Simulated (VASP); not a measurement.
Runs of VASP 6.6.1 on GaN. The structure is that of space group F-43m (No. 216), or close to it. The cells are those of the table. 

```csv
cell,gap on the mesh (eV),pressure (GPa),largest force (eV/Å)
"a = 3.188, b = 3.188, c = 3.276 Å, angles 59.1, 59.1, 58.1°, 2 atoms",1.56,(b),0.48
"a = 3.187, b = 3.187, c = 3.247 Å, angles 59.4, 59.4, 58.8°, 2 atoms",1.63,5.4,(d)
"a = 3.188, b = 3.188, c = 3.067 Å, angles 61.2, 61.2, 62.5°, 2 atoms",1.47,6.5,(c)
"a = 3.187, b = 3.187, c = 3.217 Å, angles 59.7, 59.7, 59.4°, 2 atoms",1.68,(a),0.16
```

Alike in all rows: task single point; level PBE; potentials or basis VASP PAW PBE potentials, release 64 (Ga_d, N); no spin polarisation; k mesh 10 × 10 × 10; cutoff (eV) 520; smearing gaussian 0.05 eV.

Task: Fill in the values left out.

Result: (a) 5.2; (b) 5.9; (c) 0.65; (d) 0.32.

A k mesh can miss the band edges, and the runs leave out spin-orbit coupling on Ga.
